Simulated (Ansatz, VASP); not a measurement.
Two plane-wave programs on La2SiF

INCAR

```
PREC     = Accurate       # precision mode
ENCUT    = 520            # plane-wave cutoff, eV
EDIFF    = 1E-6           # SCF threshold, eV
ISMEAR   = 0              # smearing method
SIGMA    = 0.1            # smearing width, eV
LREAL    = F              # projectors in reciprocal space
LASPH    = T              # aspherical terms in the spheres
NELM     = 60             # most SCF steps
ALGO     = Normal         # electronic algorithm
ISIF     = 2              # what is computed and relaxed
LWAVE    = F              # write WAVECAR
LCHARG   = F              # write CHGCAR
GGA      = PE             # functional
NBANDS   = 24             # bands
```

Contents of KPOINTS:

```
Automatic mesh
0
Gamma
  4 4 4
```

File POSCAR:

```
La2SiF
1.0
    2.7017257300     -3.5061997500      0.0000000000
    2.7017257300      3.5061997500      0.0000000000
    0.0000000000      0.0000000000      4.8950142400
La Si F
2 1 1
Direct
    0.2712124100      0.7287875900      0.5000000000
    0.7287875900      0.2712124100      0.5000000000
    0.0000000000      0.0000000000      0.0000000000
    0.0000000000      0.0000000000      0.5000000000
```

Input for Ansatz:

```yaml
crystal:
  lattice:
    - [2.70172573, -3.50619975, 0.0]
    - [2.70172573, 3.50619975, 0.0]
    - [0.0, 0.0, 4.89501424]
  atoms:
    - { symbol: La, position: [0.27121241, 0.72878759, 0.5] }
    - { symbol: La, position: [0.72878759, 0.27121241, 0.5] }
    - { symbol: Si, position: [0.0, 0.0, 0.0] }
    - { symbol: F, position: [0.0, 0.0, 0.5] }
basis:
  ecutwfc: 420
kpoints:
  mp_grid: { grid: [4, 4, 4] }
hamiltonian:
  xc: pbe
scf:
  occupations: { method: gaussian, width: 0.1 }
  lower_state_search: "off"
output:
  forces: true
  stress: true
  eigenvalues: true
```

Alike in both runs: task single point; functional PBE; k mesh 4 × 4 × 4; occupations gaussian, width 0.1 eV; no spin polarisation.

|  | VASP | Ansatz |
| --- | --- | --- |
| version | VASP 6.6.1 | Ansatz 0.2.0 |
| potentials or method | VASP PAW PBE potentials, release 64 (La, Si, F), cutoff 520 eV | scalar-relativistic, plane waves, PAW |
| valence electrons in the cell | 33 | 33 |

```tsv
	VASP	Ansatz	Ansatz less VASP
gap on the k mesh at the Fermi level (eV)	none	none	-
rms of the force components (eV/Å)	3.470	3.466	-0.0048
```

Atom by atom the forces differ by 0.005 eV/Å (rms over components). A gap of «none» marks a metal or a gap that the smearing closes. The functional is the same, so the differences come from potentials, cutoffs and numerics.

The k mesh is coarse, so the values compare programs but aren't converged. Neither program's run includes spin-orbit coupling.
